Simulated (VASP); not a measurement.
# Li (P6_3/mmc) in VASP: further runs, part 2 of 2

VASP 6.6.1.

**3. Single point, PBEsol**

This run uses another cell than the first one, of 9.21 Å³/atom.

INCAR

```
SYSTEM = Li
PREC = Accurate
ENCUT = 520
EDIFF = 1E-6
ISMEAR = -1
SIGMA = 0.1
LREAL = .False.
LASPH = .True.
NELM = 100
ALGO = Normal
ISIF = 2
LWAVE = .False.
LCHARG = .False.
GGA = PS
NBANDS = 10
```

KPOINTS

```
Automatic mesh
0
Gamma
  16 16 9
  0 0 0
```

POSCAR

```
Li
1.0
    2.3387188866      0.0000000000      0.0000000000
   -1.1693594433      2.0253899681      0.0000000000
    0.0000000000      0.0000000000      3.8872692078
Li
2
Direct
    0.3333333333      0.6666666667      0.2500000000
    0.6666666667      0.3333333333      0.7500000000
```

Potentials or basis: VASP PAW PBE potentials, release 64 (Li_sv).

Started as:

```console
> cat potpaw_PBE.64/Li_sv/POTCAR > POTCAR
> mpirun -np 1 vasp_std > vasp.out
```

OUTCAR:

```text
SYSTEM = Li
   PREC = Accurate
   ENCUT = 520
   EDIFF = 1E-6
   ISMEAR = -1
   LREAL = .False.
   LASPH = .True.
   NELM = 100
   ISIF = 2
   GGA = PS

 ion  position               nearest neighbor table
   1  0.333  0.667  0.250-   2 2.37   2 2.37   2 2.37   2 2.37   2 2.37   2 2.37
   2  0.667  0.333  0.750-   1 2.37   1 2.37   1 2.37   1 2.37   1 2.37   1 2.37

  LATTYP: Found a hexagonal cell.
 ALAT       =     2.3387188866
 C/A-ratio  =     1.6621361507

  Lattice vectors:

 A1 = (   2.3387188866,   0.0000000000,   0.0000000000)
 A2 = (  -1.1693594433,   2.0253899681,   0.0000000000)
 A3 = (   0.0000000000,   0.0000000000,   3.8872692078)

Analysis of symmetry for initial positions (statically):
=====================================================================
 Subroutine PRICEL returns:
 Original cell was already a primitive cell.

 Routine SETGRP: Setting up the symmetry group for a
 hexagonal supercell.

 Subroutine GETGRP returns: Found 24 space group operations
 (whereof 12 operations were pure point group operations)
 out of a pool of 24 trial point group operations.

The static configuration has the point symmetry D_3d.
 The point group associated with its full space group is D_6h.

Analysis of symmetry for dynamics (positions and initial velocities):
=====================================================================
 Subroutine PRICEL returns:
 Original cell was already a primitive cell.

 Routine SETGRP: Setting up the symmetry group for a
 hexagonal supercell.

 Subroutine GETGRP returns: Found 24 space group operations
 (whereof 12 operations were pure point group operations)
 out of a pool of 24 trial point group operations.

The dynamic configuration has the point symmetry D_3d.
 The point group associated with its full space group is D_6h.

 Subroutine INISYM returns: Found 24 space group operations
 (whereof 12 operations are pure point group operations),
 and found     1 'primitive' translations

----------------------------------------------------------------------------------------

                                     Primitive cell

  volume of cell :      18.4133

  direct lattice vectors                    reciprocal lattice vectors
     2.338718887  0.000000000  0.000000000     0.427584523  0.246866040  0.000000000
    -1.169359443  2.025389968  0.000000000     0.000000000  0.493732079  0.000000000
     0.000000000  0.000000000  3.887269208     0.000000000  0.000000000  0.257249999

  length of vectors
     2.338718887  2.338718887  3.887269208     0.493732079  0.493732079  0.257249999

  position of ions in fractional coordinates (direct lattice)
     0.333333333  0.666666667  0.250000000
     0.666666667  0.333333333  0.750000000

  ion indices of the primitive-cell ions
   primitive index   ion index
                 1           1
                 2           2

----------------------------------------------------------------------------------------

 KPOINTS: Automatic mesh

Automatic generation of k-mesh.
 Grid dimensions read from file:
 generate k-points for:   16   16    9

 Generating k-lattice:
[... 21 lines left out ...]
  0.125000  0.000000  0.000000      6.000000
  0.187500 -0.000000  0.000000      6.000000
  0.250000  0.000000  0.000000      6.000000
  0.312500  0.000000  0.000000      6.000000
[... 16 lines left out ...]
  0.187500  0.187500  0.000000      6.000000
  0.250000  0.187500  0.000000     12.000000
 [... further k-points ...]
   k-points           NKPTS =    150   k-points in BZ     NKDIM =    150   number of bands    NBANDS=     10
   number of dos      NEDOS =    301   number of ions     NIONS =      2
   total plane-waves  NPLWV =   9720
   dimension x,y,z NGX =    18 NGY =   18 NGZ =   30
   dimension x,y,z NGXF=    36 NGYF=   36 NGZF=   60
   ions per type =               2
   NGX,Y,Z   is equivalent  to a cutoff of  12.80, 12.80, 12.83 a.u.
   NGXF,Y,Z  is equivalent  to a cutoff of  25.59, 25.59, 25.66 a.u.
 SYSTEM =  Li
   PREC   = accura    normal or accurate (medium, high low for compatibility)
   ISTART =      0    job   : 0-new  1-cont  2-samecut
   ICHARG =      2    charge: 1-file 2-atom 10-const
   ISPIN  =      1    spin polarized calculation?
   LNONCOLLINEAR =      F non collinear calculations
   LSORBIT =      F    spin-orbit coupling
   LASPH  =      T    aspherical Exc in radial PAW
   ENCUT  =  520.0 eV  38.22 Ry    6.18 a.u.   4.35  4.35  7.23*2*pi/ulx,y,z
   NELM   =    100;   NELMIN=  2; NELMDL= -5     # of ELM steps
   EDIFF  = 0.1E-05   stopping-criterion for ELM
   LREAL  =      F    real-space projection
   EDIFFG = 0.1E-04   stopping-criterion for IOM
   NSW    =      0    number of steps for IOM
   IBRION =     -1    ionic relax: 0-MD 1-quasi-New 2-CG
   NFREE  =      0    steps in history (QN), initial steepest desc. (CG)
   ISIF   =      2    stress and relaxation
   ISYM   =      2    0-nonsym 1-usesym 2-fastsym
   POTIM  = 0.5000    time-step for ionic-motion
   TEBEG  =    0.0;   TEEND  =   0.0 temperature during run
   PSTRESS=    0.0 pullay stress
   NELECT =       6.0000    total number of electrons
   NUPDOWN=      -1.0000    fix difference up-down
   EMIN   =  10.00;   EMAX   =-10.00  energy-range for DOS
   EFERMI =   0.00;   METHOD = LEGACY
   ISMEAR =    -1;   SIGMA  =   0.10  broadening in eV -4-tet -1-fermi 0-gaus
   EFERMI_NEDOS =   21; number of points for ismear=-14 and -15
   IALGO  =     38    algorithm
   IMIX   =      4    mixing-type and parameters
     AMIX     =   0.40;   BMIX     =  1.00
     AMIX_MAG =   1.60;   BMIX_MAG =  1.00
  volume/ion in A,a.u.               =       9.21        62.13
  Fermi-wavevector in a.u.,A,eV,Ry     =   1.126544  2.128859 17.267172  1.269101
  Thomas-Fermi vector in A             =   2.263226
   LORBIT       =      0    0 simple, 1 ext, 2 COOP (PROOUT), +10 PAW based schemes
   GGA     = PS    functional components
   LHFCALC =     F    Hartree Fock is set to
   AEXX    =    0.0000 exact exchange contribution
   IVDW    =     0    specifies the selected vdW correction
   LEPSILON=     F    determine dielectric tensor
   LRPA    =     F    only Hartree local field effects (RPA)
 non-spin polarized calculation
  energy-cutoff  :      520.00
  volume of cell :       18.41
 maximum number of plane-waves:       525
 NGX is ok and might be reduce to    18
   NGX =  9   NGY =  9   NGZ = 15

 number of electron       5.9999986 magnetization

 Free energy of the ion-electron system (eV)
  ---------------------------------------------------
  ext. energy  EPLUGINS =         0.00000000
  ---------------------------------------------------
  free energy    TOTEN  =        -2.41229169 eV

  energy without entropy =       -2.38906807  energy(sigma->0) =       -2.40067988

 E-fermi :   3.7070     XC(G=0):  -9.2580

 val. band max:        3.7069096735   @ k =   0.1250   0.0625   0.1111
 cond. band min:       3.7321755255   @ k =   0.4375   0.1250   0.0000
 fundamental gap:      0.0252658520
 Fermi energy:         3.7070162412

 k-point     1 :       0.0000    0.0000    0.0000
  band No.  band energies     occupation
      1     -41.3822      2.00000
      2     -41.0901      2.00000
      3      -0.2893      2.00000
      4       3.0035      1.99824
      5      10.4132      0.00000
      6      25.1997      0.00000
      7      25.1998      0.00000
      8      27.3962      0.00000
      9      27.3962      0.00000
     10      27.7891      0.00000
[... 287 lines left out ...]
 k-point    24 :       0.2500    0.1875    0.0000
  band No.  band energies     occupation
      1     -41.1159      2.00000
      2     -40.9871      2.00000
      3       2.3259      2.00000
      4       8.1902      0.00000
      5       8.7696      0.00000
      6      12.0469      0.00000
      7      16.2972      0.00000
      8      19.1592      0.00000
      9      22.3270      0.00000
     10      24.5338      0.00000

 [... further k-points ...]

------------------------ aborting loop because EDIFF is reached ----------------------------------------

  FORCE on cell =-STRESS in cart. coord.  units (eV):
  Direction    XX          YY          ZZ          XY          YZ          ZX
  --------------------------------------------------------------------------------------
  -------------------------------------------------------------------------------------
  Total        4.5598673      4.5598673      4.5545339     -0.0000000     -0.0000000      0.0000000
  in kB      396.7632946    396.7632946    396.2992288     -0.0000000     -0.0000000      0.0000000
  external PRESSURE =     396.6086060 kB  Pullay stress =       0.0000000 kB

 VOLUME and BASIS-vectors are now :
 -----------------------------------------------------------------------------
  energy-cutoff  :      520.00
  volume of cell :       18.41
      direct lattice vectors                 reciprocal lattice vectors
     2.338718887  0.000000000  0.000000000     0.427584523  0.246866040  0.000000000
    -1.169359443  2.025389968  0.000000000     0.000000000  0.493732079  0.000000000
     0.000000000  0.000000000  3.887269208     0.000000000  0.000000000  0.257249999

 POSITION                                       TOTAL-FORCE (eV/Angst)
 -----------------------------------------------------------------------------------
     -0.00000      1.35026      0.97182        -0.000000      0.000000      0.000000
      1.16936      0.67513      2.91545         0.000000     -0.000000      0.000000
 -----------------------------------------------------------------------------------
    total drift:                                0.000000     -0.000000      0.000000

  FREE ENERGIE OF THE ION-ELECTRON SYSTEM (eV)
  ---------------------------------------------------
  free  energy   TOTEN  =        -2.4122916850 eV

  energy  without entropy=       -2.3890680679  energy(sigma->0) =       -2.40067988
```

stdout:

```text
POSCAR found type information on POSCAR Li
 POSCAR found :  1 types and       2 ions
 scaLAPACK will be used
 -----------------------------------------------------------------------------
|                                                                             |
|                                                                             |
|     You enforced a specific xc type in the INCAR file but a different       |
|     I HOPE YOU KNOW WHAT YOU ARE DOING!                                     |
|                                                                             |
 -----------------------------------------------------------------------------

 LDA part: xc-table for (Slater+PW92), standard interpolation
 POSCAR, INCAR and KPOINTS ok, starting setup
 FFT: planning ... GRIDC
 FFT: planning ... GRID_SOFT
 FFT: planning ... GRID
 WAVECAR not read
 entering main loop
```

Wall time 13 s (1 thread of AMD EPYC 7R13 (Zen 3), shared host); peak memory 0.1 GiB.

Results:

```
Free energy            : -2.4123 eV
Band gap on the k mesh : zero (bands 3 and 4 overlap by 5.35 eV)
```

Levels at points of the mesh, in eV from the Fermi level:
```csv
k point,band 1,band 2,band 3,band 4,band 5,band 6,band 7,band 8
"(0.00, 0.00, 0.00)",-45.09,-44.80,-4.00,-0.70,6.71,21.49,21.49,23.69
"(0.50, 0.00, 0.00)",-44.78,-44.69,-0.36,2.35,7.53,9.17,11.71,13.78
```

Caveat: the cutoff is under 1.25 times the usual one of these potentials, so pressure, stress and relaxed cells hold a basis-set (Pulay) error; the PAW data sets were made with another functional, which shifts forces and pressure a little.
